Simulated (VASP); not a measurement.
A run of VASP 6.6.1 is set up as follows.

The input INCAR:

```
PREC     = Accurate       # precision mode
ENCUT    = 520            # plane-wave cutoff, eV
EDIFF    = 1E-7           # SCF threshold, eV
ISMEAR   = -1             # smearing method
SIGMA    = 0.03           # smearing width, eV
LREAL    = F              # projectors in reciprocal space
LASPH    = T              # aspherical terms in the spheres
NELM     = 100            # most SCF steps
ALGO     = Normal         # electronic algorithm
ISIF     = 2              # what is computed and relaxed
LWAVE    = F              # write WAVECAR
LCHARG   = F              # write CHGCAR
NBANDS   = 16             # bands
```

The input KPOINTS:

```
Automatic mesh
0
Gamma
  8 8 8
```

The input POSCAR:

```
CdSe
1.0
    0.0000000000      3.0081281831      3.0081281831
    3.0081281831      0.0000000000      3.0081281831
    3.0081281831      3.0081281831      0.0000000000
Cd Se
1 1
Direct
    0.0000000000      0.0000000000      0.0000000000
    0.2500000000      0.2500000000      0.2500000000
```

Potentials or basis: VASP PAW LDA potentials, release 64 (Cd, Se).

Launch:

```console
$ cat potpaw_LDA.64/Cd/POTCAR potpaw_LDA.64/Se/POTCAR > POTCAR
$ mpirun -np 1 vasp_std > vasp.out
```

Question: What does it give for the pressure?

Answer: 0.2 GPa.

Question: Estimate the band gap on the k mesh.

Answer: 0.43 eV, direct.
